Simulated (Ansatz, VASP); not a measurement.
**One calculation of SiC, two programs**

```
Si C
1.0
     0.00000    2.18000    2.18000
     2.18000    0.00000    2.18000
     2.18000    2.18000    0.00000
Si C
1 1
Direct
  0.00000 0.00000 0.00000
  0.25000 0.25000 0.25000
```

Alike in both runs: task relaxation of cell and atoms; functional LDA; k mesh 10 × 10 × 10; occupations gaussian, width 0.02 eV; no spin polarisation.

|  | VASP | Ansatz |
| --- | --- | --- |
| version | VASP 6.6.1 | Ansatz 0.2.0 |
| potentials or method | VASP PAW LDA potentials, release 64 (Si, C), cutoff 600 eV | scalar-relativistic, plane waves, PAW |
| valence electrons in the cell | 8 | 8 |

Ansatz gave:

* gap on the k mesh at the Fermi level, each at its own relaxed structure (eV): 1.30
* relaxed volume (Å³/atom): 10.14
* relaxed length of the cell vector where the two differ most in proportion (Å): 3.061

Q: Which values does VASP return?

A: gap on the k mesh at the Fermi level, each at its own relaxed structure (eV): 1.29; relaxed volume (Å³/atom): 10.15; relaxed length of the cell vector where the two differ most in proportion (Å): 3.062.

Ansatz warns that its potentials were made for another functional, while VASP's fit it. LDA's correlation is that of Perdew and Zunger in VASP and of Perdew and Wang (1992) in Ansatz.
